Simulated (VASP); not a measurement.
# BAs (F-43m) in VASP: single point with r2SCAN+D4

Aim: the single point of BAs with r2SCAN+D4.

Program: VASP 6.6.1. These are calculated values, not measurements. Logs are shortened: lines on timing, memory, paths and dates and some standing lists are left out, and cuts for length are marked.

**1. The cell of the first run**

It takes space group F-43m (No. 216, cubic). Conventional cell: a = 4.777 Å, b = 4.777 Å, c = 4.777 Å, α = 90.00°, β = 90.00°, γ = 90.00°. B (site symmetry -43m) has 4 As at 2.07 Å within 2.7 Å. Within 2.7 Å of As (site symmetry -43m) lie 4 B at 2.07 Å.

**2. Single point, r2SCAN+D4**

File POSCAR:

```
BAs
1.0
    0.0000000000      2.3885000000      2.3885000000
    2.3885000000      0.0000000000      2.3885000000
    2.3885000000      2.3885000000      0.0000000000
B As
1 1
Direct
    0.0000000000      0.0000000000      0.0000000000
    0.2500000000      0.2500000000      0.2500000000
```

File INCAR.step1:

```
SYSTEM = BAs
PREC = Accurate
ENCUT = 550
ISMEAR = 0
SIGMA = 0.01
LREAL = .False.
LASPH = .True.
NELM = 120
NBANDS = 11
GGA = PE
ALGO = Normal
EDIFF = 1E-5
LWAVE = .True.
LCHARG = .False.
GGA_COMPAT = .False.
```

File INCAR.step2:

```
SYSTEM = BAs
PREC = Accurate
ENCUT = 550
EDIFF = 1E-6
ISMEAR = 0
SIGMA = 0.01
LREAL = .False.
LASPH = .True.
NELM = 120
ALGO = Normal
ISIF = 2
LWAVE = .False.
LCHARG = .False.
METAGGA = R2SCAN
LMIXTAU = .True.
IVDW = 13
VDW_S6 = 1.0
VDW_S8 = 0.6018749
VDW_A1 = 0.51559235
VDW_A2 = 5.77342911
NBANDS = 11
ISTART = 1
GGA_COMPAT = .False.
```

File KPOINTS:

```
Automatic mesh
0
Gamma
  5 5 5
  0 0 0
```

Potentials or basis: VASP PAW PBE potentials, release 64 (B, As).

Command:

```
$ cat potpaw_PBE.64/B/POTCAR potpaw_PBE.64/As/POTCAR > POTCAR
$ cp INCAR.step1 INCAR
$ mpirun -np 1 vasp_std > vasp.out
$ cp INCAR.step2 INCAR
$ mpirun -np 1 vasp_std > vasp.out
```

OUTCAR:

```text
SYSTEM = BAs
   PREC = Accurate
   ENCUT = 550
   EDIFF = 1E-6
   ISMEAR = 0
   LREAL = .False.
   LASPH = .True.
   NELM = 120
   ISIF = 2
   METAGGA = R2SCAN
   IVDW = 13
   ISTART = 1

 ion  position               nearest neighbor table
   1  0.000  0.000  0.000-   2 2.07   2 2.07   2 2.07   2 2.07
   2  0.250  0.250  0.250-   1 2.07   1 2.07   1 2.07   1 2.07

  LATTYP: Found a face centered cubic cell.
 ALAT       =     4.7770000000

  Lattice vectors:

 A1 = (   0.0000000000,   2.3885000000,   2.3885000000)
 A2 = (   2.3885000000,   0.0000000000,   2.3885000000)
 A3 = (   2.3885000000,   2.3885000000,   0.0000000000)

Analysis of symmetry for initial positions (statically):
=====================================================================
 Subroutine PRICEL returns:
 Original cell was already a primitive cell.

 Routine SETGRP: Setting up the symmetry group for a
 face centered cubic supercell.

 Subroutine GETGRP returns: Found 24 space group operations
 (whereof 24 operations were pure point group operations)
 out of a pool of 48 trial point group operations.

The static configuration has the point symmetry T_d .

Analysis of symmetry for dynamics (positions and initial velocities):
=====================================================================
 Subroutine PRICEL returns:
 Original cell was already a primitive cell.

 Routine SETGRP: Setting up the symmetry group for a
 face centered cubic supercell.

 Subroutine GETGRP returns: Found 24 space group operations
 (whereof 24 operations were pure point group operations)
 out of a pool of 48 trial point group operations.

The dynamic configuration has the point symmetry T_d .

 Subroutine INISYM returns: Found 24 space group operations
 (whereof 24 operations are pure point group operations),
 and found     1 'primitive' translations

----------------------------------------------------------------------------------------

                                     Primitive cell

  volume of cell :      27.2525

  direct lattice vectors                    reciprocal lattice vectors
     0.000000000  2.388500000  2.388500000    -0.209336404  0.209336404  0.209336404
     2.388500000  0.000000000  2.388500000     0.209336404 -0.209336404  0.209336404
     2.388500000  2.388500000  0.000000000     0.209336404  0.209336404 -0.209336404

  length of vectors
     3.377849094  3.377849094  3.377849094     0.362581287  0.362581287  0.362581287

  position of ions in fractional coordinates (direct lattice)
     0.000000000  0.000000000  0.000000000
     0.250000000  0.250000000  0.250000000

  ion indices of the primitive-cell ions
   primitive index   ion index
                 1           1
                 2           2

----------------------------------------------------------------------------------------

 KPOINTS: Automatic mesh

Automatic generation of k-mesh.
 Grid dimensions read from file:
 generate k-points for:    5    5    5

 Generating k-lattice:

  Cartesian coordinates                     Fractional coordinates (reciprocal lattice)
    -0.041867281  0.041867281  0.041867281     0.200000000  0.000000000  0.000000000
     0.041867281 -0.041867281  0.041867281     0.000000000  0.200000000  0.000000000
     0.041867281  0.041867281 -0.041867281     0.000000000  0.000000000  0.200000000

  Length of vectors
     0.072516257  0.072516257  0.072516257

  Shift w.r.t. Gamma in fractional coordinates (k-lattice)
     0.000000000  0.000000000  0.000000000

 Subroutine IBZKPT returns following result:
 ===========================================

 Found     10 irreducible k-points:

 Following reciprocal coordinates:
            Coordinates               Weight
  0.000000  0.000000  0.000000      1.000000
  0.200000  0.000000  0.000000      8.000000
  0.400000  0.000000  0.000000      8.000000
  0.200000  0.200000  0.000000      6.000000
  0.400000  0.200000  0.000000     24.000000
 -0.400000  0.200000  0.000000     24.000000
 -0.200000  0.200000  0.000000     12.000000
  0.400000  0.400000  0.000000      6.000000
 -0.400000  0.400000  0.000000     12.000000
 -0.400000  0.400000  0.200000     24.000000
   k-points           NKPTS =     10   k-points in BZ     NKDIM =     10   number of bands    NBANDS=     11
   number of dos      NEDOS =    301   number of ions     NIONS =      2
   total plane-waves  NPLWV =  21952
   dimension x,y,z NGX =    28 NGY =   28 NGZ =   28
   dimension x,y,z NGXF=    56 NGYF=   56 NGZF=   56
   ions per type =               1   1
   NGX,Y,Z   is equivalent  to a cutoff of  13.78, 13.78, 13.78 a.u.
   NGXF,Y,Z  is equivalent  to a cutoff of  27.56, 27.56, 27.56 a.u.
 SYSTEM =  BAs
   PREC   = accura    normal or accurate (medium, high low for compatibility)
   ISTART =      1    job   : 0-new  1-cont  2-samecut
   ICHARG =      0    charge: 1-file 2-atom 10-const
   ISPIN  =      1    spin polarized calculation?
   LNONCOLLINEAR =      F non collinear calculations
   LSORBIT =      F    spin-orbit coupling
   LASPH  =      T    aspherical Exc in radial PAW
   ENCUT  =  550.0 eV  40.42 Ry    6.36 a.u.   6.46  6.46  6.46*2*pi/ulx,y,z
   NELM   =    120;   NELMIN=  2; NELMDL=  0     # of ELM steps
   EDIFF  = 0.1E-05   stopping-criterion for ELM
   LREAL  =      F    real-space projection
   EDIFFG = 0.1E-04   stopping-criterion for IOM
   NSW    =      0    number of steps for IOM
   IBRION =     -1    ionic relax: 0-MD 1-quasi-New 2-CG
   NFREE  =      0    steps in history (QN), initial steepest desc. (CG)
   ISIF   =      2    stress and relaxation
   ISYM   =      2    0-nonsym 1-usesym 2-fastsym
   POTIM  = 0.5000    time-step for ionic-motion
   TEBEG  =    0.0;   TEEND  =   0.0 temperature during run
   PSTRESS=    0.0 pullay stress
   NELECT =       8.0000    total number of electrons
   NUPDOWN=      -1.0000    fix difference up-down
   EMIN   =  10.00;   EMAX   =-10.00  energy-range for DOS
   EFERMI =   0.00;   METHOD = LEGACY
   ISMEAR =     0;   SIGMA  =   0.01  broadening in eV -4-tet -1-fermi 0-gaus
   EFERMI_NEDOS =   21; number of points for ismear=-14 and -15
   IALGO  =     38    algorithm
   IMIX   =      4    mixing-type and parameters
     AMIX     =   0.40;   BMIX     =  1.00
     AMIX_MAG =   1.60;   BMIX_MAG =  1.00
  volume/ion in A,a.u.               =      13.63        91.95
  Fermi-wavevector in a.u.,A,eV,Ry     =   1.088018  2.056057 16.106360  1.183784
  Thomas-Fermi vector in A             =   2.224191
   LORBIT       =      0    0 simple, 1 ext, 2 COOP (PROOUT), +10 PAW based schemes
   METAGGA = R2SCAN    functional components
   LHFCALC =     F    Hartree Fock is set to
   AEXX    =    0.0000 exact exchange contribution
   IVDW    =    13    specifies the selected vdW correction
   LEPSILON=     F    determine dielectric tensor
   LRPA    =     F    only Hartree local field effects (RPA)
 non-spin polarized calculation
 Gauss-broadening in eV      SIGMA  =   0.01
  energy-cutoff  :      550.00
  volume of cell :       27.25
 maximum number of plane-waves:       821
 NGX is ok and might be reduce to    28
   NGX = 13   NGY = 13   NGZ = 13

 number of electron       8.0000000 magnetization

 Free energy of the ion-electron system (eV)
  ---------------------------------------------------
  ext. energy  EPLUGINS =         0.00000000
  ---------------------------------------------------
  free energy    TOTEN  =       -22.20062503 eV

  energy without entropy =      -22.20062503  energy(sigma->0) =      -22.20062503

 E-fermi :   6.1535     XC(G=0): -11.1263

 val. band max:        6.0369953243   @ k =   0.0000   0.0000   0.0000
 cond. band min:       7.4012517427   @ k =   0.4000   0.4000   0.0000
 fundamental gap:      1.3642564184
 Fermi energy:         6.1535273727

 k-point     1 :       0.0000    0.0000    0.0000
  band No.  band energies     occupation
      1     -10.1233      2.00000
      2       6.0370      2.00000
      3       6.0370      2.00000
      4       6.0370      2.00000
      5       9.4781      0.00000
      6       9.4781      0.00000
      7       9.4781      0.00000
      8      11.1920      0.00000
      9      16.4037      0.00000
     10      19.4683      0.00000
     11      19.4683      0.00000

 k-point     2 :       0.2000    0.0000    0.0000
  band No.  band energies     occupation
      1      -9.4418      2.00000
      2       2.0798      2.00000
      3       5.1028      2.00000
      4       5.1028      2.00000
      5       9.5365      0.00000
      6      10.6687      0.00000
      7      10.6687      0.00000
      8      13.7992      0.00000
      9      17.7241      0.00000
     10      17.7241      0.00000
     11      18.0557      0.00000

 k-point     3 :       0.4000    0.0000    0.0000
  band No.  band energies     occupation
      1      -7.6663      2.00000
      2      -2.3001      2.00000
      3       4.2155      2.00000
      4       4.2155      2.00000
      5       9.0753      0.00000
      6      11.1280      0.00000
      7      11.1280      0.00000
      8      15.6079      0.00000
      9      18.9402      0.00000
     10      19.8504      0.00000
     11      19.8504      0.00000
[... 71 lines left out ...]
 k-point     9 :      -0.4000    0.4000    0.0000
  band No.  band energies     occupation
      1      -5.6399      2.00000
      2      -2.7667      2.00000
      3       0.1499      2.00000
      4       2.1276      2.00000
      5       8.0891      0.00000
      6      10.7652      0.00000
      7      16.5214      0.00000
      8      16.9069      0.00000
      9      18.1215      0.00000
     10      20.9381      0.00000
     11      23.7766      0.00000

 k-point    10 :      -0.4000    0.4000    0.2000
  band No.  band energies     occupation
      1      -6.1937      2.00000
      2      -2.0632      2.00000
      3       0.3096      2.00000
      4       1.6671      2.00000
      5      10.8163      0.00000
      6      11.7609      0.00000
      7      12.5175      0.00000
      8      16.3331      0.00000
      9      17.8560      0.00000
     10      20.9818      0.00000
     11      23.6922      0.00000

------------------------ aborting loop because EDIFF is reached ----------------------------------------

  DFT-D4 for vdW energy calculation

  Edisp (eV):   -0.27369

  FORCE on cell =-STRESS in cart. coord.  units (eV):
  Direction    XX          YY          ZZ          XY          YZ          ZX
  --------------------------------------------------------------------------------------
  -------------------------------------------------------------------------------------
  Total      -0.08970    -0.08970    -0.08970    -0.00000    -0.00000     0.00000
  in kB      -5.27364    -5.27364    -5.27364    -0.00000    -0.00000     0.00000
  external pressure =       -5.27 kB  Pullay stress =        0.00 kB

 VOLUME and BASIS-vectors are now :
 -----------------------------------------------------------------------------
  energy-cutoff  :      550.00
  volume of cell :       27.25
      direct lattice vectors                 reciprocal lattice vectors
     0.000000000  2.388500000  2.388500000    -0.209336404  0.209336404  0.209336404
     2.388500000  0.000000000  2.388500000     0.209336404 -0.209336404  0.209336404
     2.388500000  2.388500000  0.000000000     0.209336404  0.209336404 -0.209336404

 POSITION                                       TOTAL-FORCE (eV/Angst)
 -----------------------------------------------------------------------------------
      0.00000      0.00000      0.00000        -0.000000      0.000000     -0.000000
      1.19425      1.19425      1.19425         0.000000      0.000000      0.000000
 -----------------------------------------------------------------------------------
    total drift:                               -0.000000     -0.000000     -0.000000

  FREE ENERGIE OF THE ION-ELECTRON SYSTEM (eV)
  ---------------------------------------------------
  free  energy   TOTEN  =       -22.4743118303 eV

  energy  without entropy=      -22.4743118303  energy(sigma->0) =      -22.47431183
```

Run time: 37 s. Hardware: 1 thread of Intel Xeon 8259CL, shared host; peak memory 0.16 GiB.

What came out:

| Property | Result |
| --- | --- |
| Free energy | -22.4743 eV |
| Pressure | -0.5 GPa |
| Band gap on the k mesh | 1.36 eV, indirect (least direct gap 3.44 eV) |
| Dispersion energy per atom | -0.137 eV |

Levels at points of the mesh, in eV from the valence-band top:
```tsv
k point	band 1	band 2	band 3	band 4	band 5	band 6	band 7	band 8
(0.00, 0.00, 0.00)	-16.16	0.00	0.00	0.00	3.44	3.44	3.44	5.16
```

Caveat: the k points lie up to 0.46 Å⁻¹ apart; the PAW data sets were made with another functional, which shifts forces and pressure a little. r2SCAN opens gaps a little over a GGA but as a rule still falls short of measured ones.
